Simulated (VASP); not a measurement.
# CuO (C2/c) in VASP: settings compared

Aim: see how the results for CuO move with the level of theory and the settings. Levels: revPBE+D3(BJ), PBEsol, r2SCAN+U, HSE06. Tasks: single point.

All numbers are computed with VASP 6.6.1; they aren't measurements. Logs are shortened: lines on timing, memory, paths and dates and some standing lists are left out, and cuts for length are marked.

## (1) The cell of the first run

The typed cell holds 4 atoms: a = 2.901 Å, b = 2.901 Å, c = 5.168 Å, α = 90.05°, β = 90.05°, γ = 89.59°.

## (2) Single point, revPBE+D3(BJ)

Contents of INCAR:

```
PREC     = Accurate       # precision mode
ENCUT    = 520            # plane-wave cutoff, eV
EDIFF    = 1E-6           # SCF threshold, eV
ISMEAR   = -1             # smearing method
SIGMA    = 0.05           # smearing width, eV
LREAL    = F              # projectors in reciprocal space
LASPH    = T              # aspherical terms in the spheres
NELM     = 80             # most SCF steps
ALGO     = Normal         # electronic algorithm
ISIF     = 2              # what is computed and relaxed
LWAVE    = F              # write WAVECAR
LCHARG   = F              # write CHGCAR
GGA      = RE             # functional
IVDW     = 12             # dispersion correction
NBANDS   = 25             # bands
```

Contents of KPOINTS:

```
Automatic mesh
0
Gamma
  10 10 5
```

Contents of POSCAR:

```
CuO
1.0
    2.0522070999     -2.0436168346      0.1582398579
    2.0522070999      2.0436168346      0.1582398579
   -0.4031324748      0.0000000000      5.1524302789
Cu O
2 2
Direct
    0.5000000000      0.0000000000      0.5000000000
    0.0000000000      0.5000000000      0.0000000000
    0.4996618142      0.5003381858      0.7500000000
    0.5003381858      0.4996618142      0.2500000000
```

Potentials or basis: VASP PAW PBE potentials, release 64 (Cu, O).

Launch:

```console
$ cat potpaw_PBE.64/Cu/POTCAR potpaw_PBE.64/O/POTCAR > POTCAR
$ mpirun -np 1 vasp_std > vasp.out
```

OUTCAR:

```text
PREC = Accurate
   ENCUT = 520
   EDIFF = 1E-6
   ISMEAR = -1
   LREAL = F
   LASPH = T
   NELM = 80
   ISIF = 2
   GGA = RE
   IVDW = 12
 IVDW          = 12

 ion  position               nearest neighbor table
   1  0.500  0.000  0.500-   3 1.94   4 1.94   4 1.94   3 1.94
   2  0.000  0.500  0.000-   4 1.94   3 1.94   4 1.94   3 1.94
   3  0.500  0.500  0.750-   2 1.94   1 1.94   2 1.94   1 1.94
   4  0.500  0.500  0.250-   1 1.94   2 1.94   2 1.94   1 1.94

  LATTYP: Found a base centered monoclinic cell.
 ALAT       =     4.1165975434
 B/A-ratio  =     0.9928669553
 C/A-ratio  =     1.2554486933
 COS(beta)  =    -0.0011272686

  Lattice vectors:

 A1 = (   2.0522070999,  -2.0436168346,   0.1582398579)
 A2 = (   2.0522070999,   2.0436168346,   0.1582398579)
 A3 = (  -0.4031324748,   0.0000000000,   5.1524302789)

Analysis of symmetry for initial positions (statically):
=====================================================================
 Subroutine PRICEL returns:
 Original cell was already a primitive cell.

 Routine SETGRP: Setting up the symmetry group for a
 base centered monoclinic supercell.

 Subroutine GETGRP returns: Found  4 space group operations
 (whereof  2 operations were pure point group operations)
 out of a pool of  4 trial point group operations.

The static configuration has the point symmetry S_2 .
 The point group associated with its full space group is C_2h.

Analysis of symmetry for dynamics (positions and initial velocities):
=====================================================================
 Subroutine PRICEL returns:
 Original cell was already a primitive cell.

 Routine SETGRP: Setting up the symmetry group for a
 base centered monoclinic supercell.

 Subroutine GETGRP returns: Found  4 space group operations
 (whereof  2 operations were pure point group operations)
 out of a pool of  4 trial point group operations.

The dynamic configuration has the point symmetry S_2 .
 The point group associated with its full space group is C_2h.

 Subroutine INISYM returns: Found  4 space group operations
 (whereof  2 operations are pure point group operations),
 and found     1 'primitive' translations

----------------------------------------------------------------------------------------

                                     Primitive cell

  volume of cell :      43.4785

[... 91 lines left out ...]
   NELM   =     80;   NELMIN=  2; NELMDL= -5     # of ELM steps
   EDIFF  = 0.1E-05   stopping-criterion for ELM
   LREAL  =      F    real-space projection
   EDIFFG = 0.1E-04   stopping-criterion for IOM
   NSW    =      0    number of steps for IOM
   IBRION =     -1    ionic relax: 0-MD 1-quasi-New 2-CG
   NFREE  =      0    steps in history (QN), initial steepest desc. (CG)
   ISIF   =      2    stress and relaxation
   ISYM   =      2    0-nonsym 1-usesym 2-fastsym
   POTIM  = 0.5000    time-step for ionic-motion
   TEBEG  =    0.0;   TEEND  =   0.0 temperature during run
   PSTRESS=    0.0 pullay stress
   NELECT =      34.0000    total number of electrons
   NUPDOWN=      -1.0000    fix difference up-down
   EMIN   =  10.00;   EMAX   =-10.00  energy-range for DOS
   EFERMI =   0.00;   METHOD = LEGACY
   ISMEAR =    -1;   SIGMA  =   0.05  broadening in eV -4-tet -1-fermi 0-gaus
   EFERMI_NEDOS =   21; number of points for ismear=-14 and -15
   IALGO  =     38    algorithm
   IMIX   =      4    mixing-type and parameters
     AMIX     =   0.40;   BMIX     =  1.00
     AMIX_MAG =   1.60;   BMIX_MAG =  1.00
  volume/ion in A,a.u.               =      10.87        73.35
  Fermi-wavevector in a.u.,A,eV,Ry     =   1.508260  2.850198 30.951179  2.274847
  Thomas-Fermi vector in A             =   2.618737
   LORBIT       =      0    0 simple, 1 ext, 2 COOP (PROOUT), +10 PAW based schemes
   GGA     = RE    functional components
   LHFCALC =     F    Hartree Fock is set to
   AEXX    =    0.0000 exact exchange contribution
   IVDW    =    12    specifies the selected vdW correction
   LEPSILON=     F    determine dielectric tensor
   LRPA    =     F    only Hartree local field effects (RPA)
 non-spin polarized calculation
  energy-cutoff  :      520.00
  volume of cell :       43.48
 maximum number of plane-waves:      1186
 NGX is ok and might be reduce to    24
   NGX = 11   NGY = 11   NGZ = 19

 number of electron      33.9999989 magnetization

 Free energy of the ion-electron system (eV)
  ---------------------------------------------------
  ext. energy  EPLUGINS =         0.00000000
  ---------------------------------------------------
  free energy    TOTEN  =       -18.22860649 eV

  energy without entropy =      -18.20744338  energy(sigma->0) =      -18.21802493

 E-fermi :   5.2364     XC(G=0): -11.2652

 val. band max:        5.2144443897   @ k =  -0.1000   0.1000   0.4000
 cond. band min:       5.2382540864   @ k =   0.5000   0.3000   0.4000
 fundamental gap:      0.0238096967
 Fermi energy:         5.2363904427

 k-point     1 :       0.0000    0.0000    0.0000
  band No.  band energies     occupation
      1     -14.7417      2.00000
      2     -13.4550      2.00000
      3      -2.9911      2.00000
      4      -0.2435      2.00000
      5      -0.2293      2.00000
      6       1.4430      2.00000
[... 661 lines left out ...]
     24      17.4289      0.00000
     25      19.0638      0.00000

 [... further k-points ...]

------------------------ aborting loop because EDIFF is reached ----------------------------------------

 Edisp (eV)   -2.07846

 E8    (eV) :    -1.3705

  FORCE on cell =-STRESS in cart. coord.  units (eV):
  Direction    XX          YY          ZZ          XY          YZ          ZX
  --------------------------------------------------------------------------------------
  -------------------------------------------------------------------------------------
  Total       0.16155     0.17069     0.29901     0.00000     0.00000    -0.01025
  in kB       5.95292     6.29004    11.01865     0.00000     0.00000    -0.37789
  external pressure =        7.75 kB  Pullay stress =        0.00 kB

 VOLUME and BASIS-vectors are now :
 -----------------------------------------------------------------------------
  energy-cutoff  :      520.00
  volume of cell :       43.48
      direct lattice vectors                 reciprocal lattice vectors
     2.052207100 -2.043616835  0.158239858     0.242179071 -0.244664260  0.018948388
     2.052207100  2.043616835  0.158239858     0.242179071  0.244664260  0.018948388
    -0.403132475  0.000000000  5.152430279    -0.014875459  0.000000000  0.192919296

 POSITION                                       TOTAL-FORCE (eV/Angst)
 -----------------------------------------------------------------------------------
      0.82454     -1.02181      2.65534         0.000000      0.000000      0.000000
      1.02610      1.02181      0.07912         0.000000      0.000000      0.000000
      1.74986      0.00138      4.02256        -0.000000      0.000040     -0.000000
      1.95142     -0.00138      1.44635         0.000000     -0.000040     -0.000000
 -----------------------------------------------------------------------------------
    total drift:                                0.000000      0.000000     -0.000000

  FREE ENERGIE OF THE ION-ELECTRON SYSTEM (eV)
  ---------------------------------------------------
  free  energy   TOTEN  =       -20.3070651611 eV

  energy  without entropy=      -20.2859020521  energy(sigma->0) =      -20.29648361
```

OSZICAR:

```text
N       E                     dE             d eps       ncg     rms          rms(c)
DAV:   1     0.300539255847E+03    0.30054E+03   -0.16444E+04  7434   0.212E+03
DAV:   2     0.142110657229E+02   -0.28633E+03   -0.26353E+03  7154   0.392E+02
DAV:   3    -0.231083305930E+02   -0.37319E+02   -0.35392E+02  8901   0.158E+02
DAV:   4    -0.244188134751E+02   -0.13105E+01   -0.13035E+01  8751   0.314E+01
DAV:   5    -0.244449693706E+02   -0.26156E-01   -0.26146E-01  9029   0.392E+00    0.176E+01
DAV:   6    -0.217588149875E+02    0.26862E+01   -0.36566E+01  9979   0.150E+02    0.134E+01
DAV:   7    -0.181580232709E+02    0.36008E+01   -0.10186E+01  8657   0.115E+02    0.261E+00
DAV:   8    -0.182576504282E+02   -0.99627E-01   -0.14764E+00  7412   0.818E+00    0.163E+00
DAV:   9    -0.182331989192E+02    0.24452E-01   -0.61855E-02 10948   0.650E+00    0.538E-01
DAV:  10    -0.182288067559E+02    0.43922E-02   -0.14535E-02 10644   0.196E+00    0.340E-01
DAV:  11    -0.182285540361E+02    0.25272E-03   -0.71515E-03 10867   0.791E-01    0.646E-02
DAV:  12    -0.182285508278E+02    0.32083E-05   -0.32529E-04  9639   0.206E-01    0.387E-02
DAV:  13    -0.182286080543E+02   -0.57227E-04   -0.16979E-04 10206   0.127E-01    0.130E-02
DAV:  14    -0.182286066373E+02    0.14170E-05   -0.85133E-06 10947   0.723E-02    0.832E-03
DAV:  15    -0.182286064880E+02    0.14936E-06   -0.33363E-06  8266   0.178E-02
   1 F= -.20307065E+02 E0= -.20296484E+02  d E =-.211631E-01
```

stdout:

```text
POSCAR found type information on POSCAR CuO
 POSCAR found :  2 types and       4 ions
 scaLAPACK will be used
 -----------------------------------------------------------------------------
|                                                                             |
|                                                                             |
|     You enforced a specific xc type in the INCAR file but a different       |
|     I HOPE YOU KNOW WHAT YOU ARE DOING!                                     |
|                                                                             |
 -----------------------------------------------------------------------------

 LDA part: xc-table for (Slater+PW92), standard interpolation
 POSCAR, INCAR and KPOINTS ok, starting setup
 FFT: planning ... GRIDC
 FFT: planning ... GRID_SOFT
 FFT: planning ... GRID
 WAVECAR not read
 entering main loop
```

Wall time 2.9 min (1 thread of Intel Xeon 8259CL, shared host); peak memory 0.26 GiB.

What came out:

```yaml
Free_energy: -20.3071 eV
Pressure: 0.8 GPa
Band_gap_on_the_k_mesh: zero (bands 17 and 18 overlap by 0.92 eV)
Dispersion_energy_per_atom: -0.520 eV
```

Levels at points of the mesh, in eV from the Fermi level:
```tsv
k point	band 13	band 14	band 15	band 16	band 17	band 18	band 19	band 20	band 21	band 22
(0.00, 0.00, 0.00)	-2.44	-2.41	-2.32	-1.99	0.68	0.69	1.51	6.24	7.39	13.60
(0.50, 0.00, 0.00)	-2.28	-1.93	-1.59	-1.51	0.24	0.47	3.67	6.03	6.65	11.15
(0.50, 0.50, 0.00)	-2.36	-2.36	-1.60	-1.20	-1.19	1.18	2.23	7.22	9.98	10.11
```

Caveat: the PAW data sets were made with another functional, which shifts forces and pressure a little; semilocal functionals often make such compounds metallic where correlation or magnetic order opens a gap, which also shifts bond lengths. With open d or f shells a metallic result of revPBE can be an artefact of self-interaction; +U or a hybrid may open a gap.

(Part 1 of 3 ends here.)
